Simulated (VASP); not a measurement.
A run of VASP 6.6.1 is set up as follows.

INCAR

```
PREC = Accurate ; ENCUT = 520
EDIFF = 1E-6 ; ISMEAR = 0
SIGMA = 0.1 ; LREAL = F
LASPH = T ; NELM = 100
ALGO = Normal ; ISIF = 2
LWAVE = F ; LCHARG = T
GGA = PE ; LELF = T
LVHAR = T ; NBANDS = 22
```

KPOINTS

```
Automatic mesh
0
Gamma
  10 10 10
```

The input POSCAR:

```
Sb2P3H
1.0
   -2.5531639787      2.5531639787      5.2504670483
    2.5531639787     -2.5531639787      5.2504670483
    2.5531639787      2.5531639787     -5.2504670483
Sb H P
2 1 3
Direct
    0.5000000000      0.0000000000      0.5000000000
    0.0000000000      0.5000000000      0.5000000000
    0.5000000000      0.5000000000      0.0000000000
    0.7500000000      0.2500000000      0.5000000000
    0.2500000000      0.7500000000      0.5000000000
    0.0000000000      0.0000000000      0.0000000000
```

Potentials or basis: VASP PAW PBE potentials, release 64 (Sb, H, P).

Run with:

```bash
$ cat potpaw_PBE.64/Sb/POTCAR potpaw_PBE.64/H/POTCAR potpaw_PBE.64/P/POTCAR > POTCAR
$ mpirun -np 1 vasp_std > vasp.out
```

Question: Estimate the pressure.

Answer: 0.0 GPa.

Question: What does it give for the band gap on the k mesh?

Answer: Zero (band 13 reaches 5.65 eV, above the bottom of band 14 at 4.41 eV).

Caveat: spin-orbit coupling is left out, which moves the levels of the heavy elements.
